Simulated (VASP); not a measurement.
# PtS2 (P-3m1) in VASP: settings compared, part 3 of 3

VASP 6.6.1.

## Step 5: Single point, PBE-based screened hybrid

The input, POSCAR:

```
PtS2
1.0
    3.5432000000      0.0000000000      0.0000000000
   -1.7716000000      3.0685012107      0.0000000000
    0.0000000000      0.0000000000      5.0388000000
Pt S
1 2
Direct
    0.0000000000      0.0000000000      0.0000000000
    0.6666666667      0.3333333333      0.7730000000
    0.3333333333      0.6666666667      0.2270000000
```

The input, INCAR.step1:

```
PREC = Accurate ; ENCUT = 520
EDIFF = 1E-5 ; ISMEAR = -1
SIGMA = 0.05 ; LREAL = False
LASPH = True ; NELM = 100
ALGO = Normal ; ISIF = 2
LWAVE = True ; LCHARG = False
NBANDS = 18 ; GGA = PE
```

The input, INCAR.step2:

```
PREC = Accurate ; ENCUT = 520
EDIFF = 1E-6 ; ISMEAR = -1
SIGMA = 0.05 ; LREAL = False
LASPH = True ; NELM = 100
ALGO = Normal ; ISIF = 2
LWAVE = False ; LCHARG = False
GGA = PE ; LHFCALC = True
AEXX = 0.25 ; HFSCREEN = 0.4
PRECFOCK = Normal ; NBANDS = 18
ISTART = 1
```

The input, KPOINTS:

```
Automatic mesh
0
Gamma
  5 5 3
```

Potentials or basis: VASP PAW PBE potentials, release 64 (Pt, S).

Command:

```
cat potpaw_PBE.64/Pt/POTCAR potpaw_PBE.64/S/POTCAR > POTCAR
cp INCAR.step1 INCAR
mpirun -np 1 vasp_std > vasp.out
cp INCAR.step2 INCAR
mpirun -np 1 vasp_std > vasp.out
```

OUTCAR:

```text
PREC = Accurate
   ENCUT = 520
   EDIFF = 1E-6
   ISMEAR = -1
   LREAL = False
   LASPH = True
   NELM = 100
   ISIF = 2
   GGA = PE
   LHFCALC = True
   AEXX = 0.25
   HFSCREEN = 0.4
   PRECFOCK = Normal
   ISTART = 1

 ion  position               nearest neighbor table
   1  0.000  0.000  0.000-   2 2.34   3 2.34   2 2.34   3 2.34   2 2.34   3 2.34
   2  0.667  0.333  0.773-   1 2.34   1 2.34   1 2.34
   3  0.333  0.667  0.227-   1 2.34   1 2.34   1 2.34

  LATTYP: Found a hexagonal cell.
 ALAT       =     3.5432000000
 C/A-ratio  =     1.4221043125

  Lattice vectors:

 A1 = (   3.5432000000,   0.0000000000,   0.0000000000)
 A2 = (  -1.7716000000,   3.0685012107,   0.0000000000)
 A3 = (   0.0000000000,   0.0000000000,   5.0388000000)

Analysis of symmetry for initial positions (statically):
=====================================================================
 Subroutine PRICEL returns:
 Original cell was already a primitive cell.

 Routine SETGRP: Setting up the symmetry group for a
 hexagonal supercell.

 Subroutine GETGRP returns: Found 12 space group operations
 (whereof 12 operations were pure point group operations)
 out of a pool of 24 trial point group operations.

The static configuration has the point symmetry D_3d.

Analysis of symmetry for dynamics (positions and initial velocities):
=====================================================================
 Subroutine PRICEL returns:
 Original cell was already a primitive cell.

 Routine SETGRP: Setting up the symmetry group for a
 hexagonal supercell.

 Subroutine GETGRP returns: Found 12 space group operations
 (whereof 12 operations were pure point group operations)
 out of a pool of 24 trial point group operations.

The dynamic configuration has the point symmetry D_3d.

 Subroutine INISYM returns: Found 12 space group operations
 (whereof 12 operations are pure point group operations),
 and found     1 'primitive' translations

----------------------------------------------------------------------------------------

                                     Primitive cell

  volume of cell :      54.7834

  direct lattice vectors                    reciprocal lattice vectors
     3.543200000  0.000000000  0.000000000     0.282230752  0.162946001  0.000000000
    -1.771600000  3.068501211  0.000000000     0.000000000  0.325892001  0.000000000
     0.000000000  0.000000000  5.038800000     0.000000000  0.000000000  0.198459951

  length of vectors
     3.543200000  3.543200000  5.038800000     0.325892001  0.325892001  0.198459951

  position of ions in fractional coordinates (direct lattice)
     0.000000000  0.000000000  0.000000000
     0.666666667  0.333333333  0.773000000
     0.333333333  0.666666667  0.227000000

  ion indices of the primitive-cell ions
   primitive index   ion index
                 1           1
                 2           2
                 3           3

[... 30 lines left out ...]
  0.400000  0.000000  0.000000      6.000000
  0.200000  0.200000  0.000000      6.000000
  0.400000  0.200000  0.000000      6.000000
  0.000000  0.000000  0.333333      2.000000
  0.200000  0.000000  0.333333      6.000000
  0.000000  0.200000  0.333333      6.000000
  0.400000  0.000000  0.333333      6.000000
  0.000000  0.400000  0.333333      6.000000
  0.200000  0.200000  0.333333     12.000000
  0.400000  0.200000  0.333333     12.000000
   k-points           NKPTS =     12   k-points in BZ     NKDIM =     75   number of bands    NBANDS=     18
   number of dos      NEDOS =    301   number of ions     NIONS =      3
   total plane-waves  NPLWV =  31360
   dimension x,y,z NGX =    28 NGY =   28 NGZ =   40
   dimension x,y,z NGXF=    56 NGYF=   56 NGZF=   80
   ions per type =               1   2
   NGX,Y,Z   is equivalent  to a cutoff of  13.14, 13.14, 13.20 a.u.
   NGXF,Y,Z  is equivalent  to a cutoff of  26.28, 26.28, 26.39 a.u.
 SYSTEM =  unknown system
   PREC   = accura    normal or accurate (medium, high low for compatibility)
   ISTART =      1    job   : 0-new  1-cont  2-samecut
   ICHARG =      0    charge: 1-file 2-atom 10-const
   ISPIN  =      1    spin polarized calculation?
   LNONCOLLINEAR =      F non collinear calculations
   LSORBIT =      F    spin-orbit coupling
   LASPH  =      T    aspherical Exc in radial PAW
   ENCUT  =  520.0 eV  38.22 Ry    6.18 a.u.   6.59  6.59  9.37*2*pi/ulx,y,z
   NELM   =    100;   NELMIN=  2; NELMDL=  0     # of ELM steps
   EDIFF  = 0.1E-05   stopping-criterion for ELM
   LREAL  =      F    real-space projection
   EDIFFG = 0.1E-04   stopping-criterion for IOM
   NSW    =      0    number of steps for IOM
   IBRION =     -1    ionic relax: 0-MD 1-quasi-New 2-CG
   NFREE  =      0    steps in history (QN), initial steepest desc. (CG)
   ISIF   =      2    stress and relaxation
   ISYM   =      3    0-nonsym 1-usesym 2-fastsym
   POTIM  = 0.5000    time-step for ionic-motion
   TEBEG  =    0.0;   TEEND  =   0.0 temperature during run
   PSTRESS=    0.0 pullay stress
   NELECT =      22.0000    total number of electrons
   NUPDOWN=      -1.0000    fix difference up-down
   EMIN   =  10.00;   EMAX   =-10.00  energy-range for DOS
   EFERMI =   0.00;   METHOD = LEGACY
   ISMEAR =    -1;   SIGMA  =   0.05  broadening in eV -4-tet -1-fermi 0-gaus
   EFERMI_NEDOS =   21; number of points for ismear=-14 and -15
   IALGO  =     38    algorithm
   IMIX   =      1    mixing-type and parameters
     AMIX     =   0.40;   BMIX     =  1.00
     AMIX_MAG =   1.60;   BMIX_MAG =  1.00
  volume/ion in A,a.u.               =      18.26       123.23
  Fermi-wavevector in a.u.,A,eV,Ry     =   1.207812  2.282434 19.848315  1.458810
  Thomas-Fermi vector in A             =   2.343439
   LORBIT       =      0    0 simple, 1 ext, 2 COOP (PROOUT), +10 PAW based schemes
   GGA     = PE    functional components
   LHFCALC =     T    Hartree Fock is set to
   PRECFOCK=normal    Normal, Fast or Accurate (Low or Medium for compatibility)
   ENCUT4O =  -1.0   cutoff for four orbital integrals eV
   NKREDX  =     1    reduce k-point grid by
   NKREDY  =     1    reduce k-point grid by
   NKREDZ  =     1    reduce k-point grid by
   AEXX    =    0.2500 exact exchange contribution
   HFSCREEN=    0.4000 screening length (either q_TF or 0.3 A-1)
   HFSCREENC=   0.4000 screening length for correlation (either q_TF or 0.3 A-1)
   ENCUTFOCK=  -1.0 apply spherical cutoff to Coloumb kernel
   IVDW    =     0    specifies the selected vdW correction
   LEPSILON=     F    determine dielectric tensor
   LRPA    =     F    only Hartree local field effects (RPA)
 non-spin polarized calculation
  energy-cutoff  :      520.00
  volume of cell :       54.78
 maximum number of plane-waves:      1507
 NGX is ok and might be reduce to    28
  NGX = 20; NGY = 20; NGZ = 30

 number of electron      22.0000001 magnetization

 Free energy of the ion-electron system (eV)
  ---------------------------------------------------
  ext. energy  EPLUGINS =         0.00000000
  ---------------------------------------------------
  free energy    TOTEN  =       -17.46751087 eV

  energy without entropy =      -17.46751086  energy(sigma->0) =      -17.46751086

 E-fermi :   7.1180     XC(G=0):  -9.0157

 val. band max:        6.3564574577   @ k =   0.0000   0.0000   0.0000
 cond. band min:       7.9900664676   @ k =   0.2000   0.2000   0.0000
 fundamental gap:      1.6336090099
 Fermi energy:         7.1179799987

 k-point     1 :       0.0000    0.0000    0.0000
  band No.  band energies     occupation
      1     -10.4584      2.00000
      2      -6.9590      2.00000
      3      -1.1870      2.00000
      4      -1.1720      2.00000
      5      -1.1720      2.00000
      6       1.7983      2.00000
[... 229 lines left out ...]
      5       0.3681      2.00000
      6       1.2373      2.00000
[... 10 lines left out ...]
     17      16.3442      0.00000
     18      17.1760      0.00000

------------------------ aborting loop because EDIFF is reached ----------------------------------------

  FORCE on cell =-STRESS in cart. coord.  units (eV):
  Direction    XX          YY          ZZ          XY          YZ          ZX
  --------------------------------------------------------------------------------------
  -------------------------------------------------------------------------------------
  Total        2.4150633      2.4150633      2.6888051      0.0000000     -0.0000000      0.0000000
  in kB       70.6301300     70.6301300     78.6358913      0.0000000     -0.0000000      0.0000000
  external PRESSURE =      73.2987171 kB  Pullay stress =       0.0000000 kB

 VOLUME and BASIS-vectors are now :
 -----------------------------------------------------------------------------
  energy-cutoff  :      520.00
  volume of cell :       54.78
      direct lattice vectors                 reciprocal lattice vectors
     3.543200000  0.000000000  0.000000000     0.282230752  0.162946001  0.000000000
    -1.771600000  3.068501211  0.000000000     0.000000000  0.325892001  0.000000000
     0.000000000  0.000000000  5.038800000     0.000000000  0.000000000  0.198459951

 POSITION                                       TOTAL-FORCE (eV/Angst)
 -----------------------------------------------------------------------------------
      0.00000      0.00000      0.00000        -0.000000      0.000000      0.000000
      1.77160      1.02283      3.89499        -0.000000      0.000000     -0.937768
     -0.00000      2.04567      1.14381         0.000000     -0.000000      0.937768
 -----------------------------------------------------------------------------------
    total drift:                                0.000000      0.000000      0.000000

  FREE ENERGIE OF THE ION-ELECTRON SYSTEM (eV)
  ---------------------------------------------------
  free  energy   TOTEN  =       -17.4675108691 eV

  energy  without entropy=      -17.4675108564  energy(sigma->0) =      -17.46751086
```

It took 8.7 min on 1 thread of Intel Xeon Platinum 8488C (Sapphire Rapids), shared host; peak memory 0.28 GiB.

Results:

```
Free energy            : -17.4675 eV
Pressure               : 7.3 GPa
Largest force          : 0.938 eV/Å
Band gap on the k mesh : 1.63 eV, indirect (least direct gap 1.90 eV)
```

Forces in eV/Å, atoms in the order of the input:
```
Pt   0.000  0.000  0.000
S    0.000  0.000 -0.938
S    0.000  0.000  0.938
```

Stress tensor (GPa, compression positive):
```
7.06 0.00 0.00
0.00 7.06 0.00
0.00 0.00 7.86
```

Caveat: the PAW data sets were made with another functional, which shifts forces and pressure a little; spin-orbit coupling is left out, which moves the levels of the heavy elements.

## Step 6: Overview

| level | spin | cell | k mesh | grid for exact exchange (PRECFOCK) | share of exact exchange | screening parameter | gap on the mesh (eV) | pressure (GPa) | largest force (eV/Å) |
| --- | --- | --- | --- | --- | --- | --- | --- | --- | --- |
| PBE | non-collinear, zero start, SOC | a = 3.543, b = 3.543, c = 5.039 Å, angles 90.0, 90.0, 120.0°, 3 atoms | 9 × 9 × 5 | - | - | - | - | 11.2 | 1.24 |
| r2SCAN | off | a = 3.590, b = 3.590, c = 5.105 Å, angles 90.0, 90.0, 120.0°, 3 atoms | 7 × 7 × 5 | - | - | - | 1.01 | 2.8 | 0.63 |
| r2SCAN | off | a = 3.613, b = 3.613, c = 5.138 Å, angles 90.0, 90.0, 120.0°, 3 atoms | 7 × 7 × 5 | - | - | - | 0.99 | 0.1 | 0.37 |
| PBE-based screened hybrid | off | a = 3.543, b = 3.543, c = 5.039 Å, angles 90.0, 90.0, 120.0°, 3 atoms | 5 × 5 × 3 | Normal | 0.25 | 0.4 1/Å | 1.63 | 7.3 | 0.94 |

Alike in all rows: task single point; potentials or basis VASP PAW PBE potentials, release 64 (Pt, S); cutoff (eV) 520; smearing fermi-dirac 0.05 eV.

Caveats: the PAW data sets were made with another functional, which shifts forces and pressure a little (some runs); spin-orbit coupling is left out, which moves the levels of the heavy elements (some runs); forces of over 1 eV/Å act on the atoms, so gaps and moduli don't describe the material at rest (some runs).

Total energies depend on the potentials used, so only differences within one code and one set of settings carry meaning.
